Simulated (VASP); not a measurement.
**Ir: relaxation of cell and atoms with PBE**

The system is Ir.

```
Ir
1.0
     2.42368    0.00000    0.00000
     0.00000    2.42368    0.00000
     0.00000    0.00000    2.77430
Ir
1
Direct
  0.50000 0.50000 0.00000
```

```yaml
Program: VASP 6.6.1
Task: relaxation of cell and atoms
Functional: PBE
Potentials_or_basis: VASP PAW PBE potentials, release 64 (Ir)
Cutoff: 500 eV
k_mesh: 8 × 8 × 6
Occupations: gaussian, width 0.1 eV
Spin: no spin polarisation
Dipole_correction: no
Further_INCAR_settings: ALGO = Normal; EDIFF = 1e-07; IBRION = 2; EDIFFG = -0.04; NSW = 90; ISIF = 3
```

```json
{
  "Relaxed volume": "17.03 Å³/atom",
  "Relaxed cell": "a = 2.547 Å, b = 2.547 Å, c = 2.625 Å, α = 90.00°, β = 90.00°, γ = 90.00°",
  "Space group after relaxing (to 0.05 Å)": "P4/mmm (No. 123)",
  "Energy gained by relaxing": "232.6 meV/atom",
  "Ionic steps": "8",
  "Pressure after relaxing": "0.1 GPa"
}
```

Stress tensor (GPa, compression positive):
```
0.02 0.00 0.00
0.00 0.02 0.00
0.00 0.00 0.16
```

Step by step:
| step | energy change (eV) | largest force (eV/Å) | pressure (GPa) | volume (Å³) |
| --- | --- | --- | --- | --- |
| 1 | 0.0000 | 0.0000 | 21.27 | 16.30 |
| 2 | 0.4346 | 0.0000 | -27.99 | 21.55 |
| 3 | -0.1937 | 0.0000 | -9.72 | 17.89 |
| 4 | -0.1960 | 0.0000 | -7.76 | 17.74 |
| 5 | -0.1738 | 0.0000 | 9.68 | 16.46 |
| 6 | -0.2314 | 0.0000 | -1.84 | 17.16 |
| 7 | -0.2294 | 0.0000 | 3.33 | 16.82 |
| 8 | -0.2326 | 0.0000 | 0.06 | 17.03 |

Final structure:
```
CELL_PARAMETERS angstrom
2.54722 0.00000 0.00000
0.00000 2.54722 0.00000
0.00000 0.00000 2.62453
ATOMIC_POSITIONS crystal
Ir 0.50000 0.50000 0.00000
```

Levels at points of the mesh, in eV from the Fermi level:
| k point | band 1 | band 2 | band 3 | band 4 | band 5 | band 6 | band 7 | band 8 |
| --- | --- | --- | --- | --- | --- | --- | --- | --- |
| (0.00, 0.00, 0.00) | -9.19 | -6.16 | -5.91 | 1.11 | 1.11 | 1.32 | 14.61 | 15.89 |
| (0.50, 0.00, 0.00) | -6.15 | -5.17 | -1.87 | -1.52 | -0.89 | 1.41 | 6.04 | 16.05 |
| (0.50, 0.50, 0.00) | -6.58 | -4.39 | -1.29 | -1.29 | 3.42 | 4.66 | 4.66 | 11.61 |
| (0.00, 0.00, 0.50) | -6.50 | -5.55 | -1.26 | -1.26 | -1.16 | 1.54 | 5.09 | 16.53 |
| (0.50, 0.00, 0.50) | -6.37 | -4.98 | -1.08 | -0.72 | 3.06 | 4.22 | 4.33 | 10.91 |
| (0.50, 0.50, 0.50) | -5.49 | -5.07 | -5.07 | 3.19 | 3.57 | 9.22 | 10.57 | 10.62 |

Wall time 20 s on 1 thread of AMD EPYC 9R45 96-Core Processor (Zen 5) (shared host), peak memory 0.1 GiB.

Caveat: the k points lie up to 0.40 Å⁻¹ apart in the final cell; spin-orbit coupling is left out, which moves the levels of the heavy elements.
